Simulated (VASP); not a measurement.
A run of VASP 6.6.1 is set up as follows.

The input INCAR:

```
SYSTEM = Er3Se
PREC = Accurate
ENCUT = 500
EDIFF = 1E-6
ISMEAR = 0
SIGMA = 0.1
LREAL = .FALSE.
LASPH = .TRUE.
NELM = 200
ALGO = Normal
ISIF = 2
LWAVE = .FALSE.
LCHARG = .FALSE.
GGA = PE
NBANDS = 43
GGA_COMPAT = .FALSE.
LMAXMIX = 6
```

KPOINTS

```
regular mesh
0
G
  6 6 6
  0 0 0
```

The input POSCAR:

```
Er3Se
1.0
    5.9563395885      0.0000000000      0.0000000000
    0.0000000000      5.9563395885      0.0000000000
    0.0000000000      0.0000000000      5.9563395885
Er Se
6 2
Direct
    0.2500000000      0.0000000000      0.5000000000
    0.5000000000      0.7500000000      0.0000000000
    0.7500000000      0.0000000000      0.5000000000
    0.5000000000      0.2500000000      0.0000000000
    0.0000000000      0.5000000000      0.7500000000
    0.0000000000      0.5000000000      0.2500000000
    0.0000000000      0.0000000000      0.0000000000
    0.5000000000      0.5000000000      0.5000000000
```

Potentials or basis: VASP PAW PBE potentials, release 64 (Er_3, Se), 4f in core.

The run is started by

```sh
$ cat potpaw_PBE.64/Er_3/POTCAR potpaw_PBE.64/Se/POTCAR > POTCAR
$ mpirun -np 1 vasp_std > vasp.out
```

What does it give for the pressure?

0.7 GPa.

Predict the band gap on the k mesh.

zero (bands 33 and 34 overlap by 1.24 eV).

Caveat: spin-orbit coupling is left out, which moves the levels of the heavy elements; the 4f electrons are frozen in the core, so they carry no moment and show no levels; the run has no spin polarisation, though such a crystal can be magnetic. Spin polarisation is off, so any magnetic state and its effect on volume and gap are missing.
